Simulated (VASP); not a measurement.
Here is a VASP 6.6.1 calculation.

The input POSCAR:

```
AgI
1.0
    4.6508717428      0.0000000000      0.0000000000
   -2.3254358714      4.0277730790      0.0000000000
    0.0000000000      0.0000000000      7.5992966883
Ag I
2 2
Direct
    0.3333333333      0.6666666667      0.0000048568
    0.6666666667      0.3333333333      0.5000048568
    0.3333333333      0.6666666667      0.3749951432
    0.6666666667      0.3333333333      0.8749951432
```

The input INCAR.step1:

```
SYSTEM = AgI
ALGO = Normal
EDIFF = 1E-5
ENCUT = 550
GGA = PE
GGA_COMPAT = .FALSE.
ISMEAR = 0
LASPH = .TRUE.
LCHARG = .FALSE.
LREAL = .FALSE.
LWAVE = .TRUE.
NBANDS = 26
NELM = 120
PREC = Accurate
SIGMA = 0.01
```

INCAR.step2

```
SYSTEM = AgI
ALGO = Normal
EDIFF = 1E-6
ENCUT = 550
GGA_COMPAT = .FALSE.
ISIF = 2
ISMEAR = 0
ISTART = 1
LASPH = .TRUE.
LCHARG = .FALSE.
LMIXTAU = .TRUE.
LREAL = .FALSE.
LWAVE = .FALSE.
METAGGA = R2SCAN
NBANDS = 26
NELM = 120
PREC = Accurate
SIGMA = 0.01
```

KPOINTS

```
k-points
0
G
  6 6 4
  0 0 0
```

Potentials or basis: VASP PAW PBE potentials, release 64 (Ag, I).

The run is started by

```sh
$ cat potpaw_PBE.64/Ag/POTCAR potpaw_PBE.64/I/POTCAR > POTCAR
$ cp INCAR.step1 INCAR
$ mpirun -np 1 vasp_std > vasp.out
$ cp INCAR.step2 INCAR
$ mpirun -np 1 vasp_std > vasp.out
```

(1) Predict the band gap on the k mesh.

(2) Estimate the pressure.

## Answers

(1) 1.83 eV.

(2) -0.1 GPa.

Caveat: the PAW data sets were made with another functional, which shifts forces and pressure a little; spin-orbit coupling is left out, which moves the levels of the heavy elements.
